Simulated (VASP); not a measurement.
Set up this calculation in VASP 6.6.1, as the native input.

| Property | Result |
| --- | --- |
| Task | single point |
| Functional | PBE |
| Potentials or basis | VASP PAW PBE potentials, release 64 (Pb_d, S) |
| Cutoff | 520 eV |
| k mesh | 5 × 5 × 5 |
| Occupations | fermi-dirac, width 0.04 eV |
| Spin | no spin polarisation |
| Dipole correction | no |
| Further INCAR settings | ALGO = Normal; EDIFF = 1e-06; NBANDS = 17 |

The structure of PbS (Galena) lies in POSCAR:

```
PbS
1.0
    0.0000000000      2.9657500000      2.9657500000
    2.9657500000      0.0000000000      2.9657500000
    2.9657500000      2.9657500000      0.0000000000
Pb S
1 1
Direct
    0.0000000000      0.0000000000      0.0000000000
    0.5000000000      0.5000000000      0.5000000000
```

These files were run (other wordings do the same):

INCAR

```
PREC = Accurate
ENCUT = 520
EDIFF = 1E-6
ISMEAR = -1
SIGMA = 0.04
LREAL = F
LASPH = T
NELM = 100
ALGO = Normal
ISIF = 2
LWAVE = F
LCHARG = F
GGA = PE
NBANDS = 17
```

KPOINTS

```
Automatic mesh
0
Gamma
  5 5 5
```

Potentials or basis: VASP PAW PBE potentials, release 64 (Pb_d, S).

Command:

```bash
$ cat potpaw_PBE.64/Pb_d/POTCAR potpaw_PBE.64/S/POTCAR > POTCAR
$ mpirun -np 1 vasp_std > vasp.out
```

Results of the run:

The pressure is 1.9 GPa.

Run time: 8.9 s on 1 thread of Intel(R) Xeon(R) Platinum 8488C (Sapphire Rapids), on a shared host, peak memory 0.17 GiB.
